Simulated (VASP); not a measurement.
Runs of VASP 6.6.1 on RbBr. The structure is that of space group Fm-3m (No. 225), or close to it. The cells are those of the table. 

| task | cell | gap on the mesh (eV) | pressure (GPa) |
| --- | --- | --- | --- |
| electric field gradients | a = 4.838 Å, angles 60.0°, 2 atoms | 3.97 | -1.1 |
| single point | a = 4.838 Å, angles 60.0°, 2 atoms | 3.97 | -1.1 |
| electric field gradients | a = 4.789 Å, angles 60.0°, 2 atoms | 4.05 | -0.7 |
| single point | a = 4.983 Å, angles 60.0°, 2 atoms | 3.77 | -2.0 |
| electric field gradients | a = 4.887 Å, angles 60.0°, 2 atoms | 3.90 | -1.5 |
| electric field gradients | a = 4.983 Å, angles 60.0°, 2 atoms | 3.77 | -2.0 |
| electric field gradients | a = 4.936 Å, angles 60.0°, 2 atoms | 3.83 | (a) |
| single point | a = 4.789 Å, angles 60.0°, 2 atoms | 4.05 | -0.7 |

Alike in all rows: level LDA; potentials or basis VASP PAW LDA potentials, release 64 (Rb_sv, Br); no spin polarisation; k mesh 6 × 6 × 6; cutoff (eV) 520; smearing fermi-dirac 0.03 eV.

Problem. Fill in the values left out.

Solution. (a) -1.7.

A k mesh can miss the band edges, and the runs leave out spin-orbit coupling on Br, Rb.
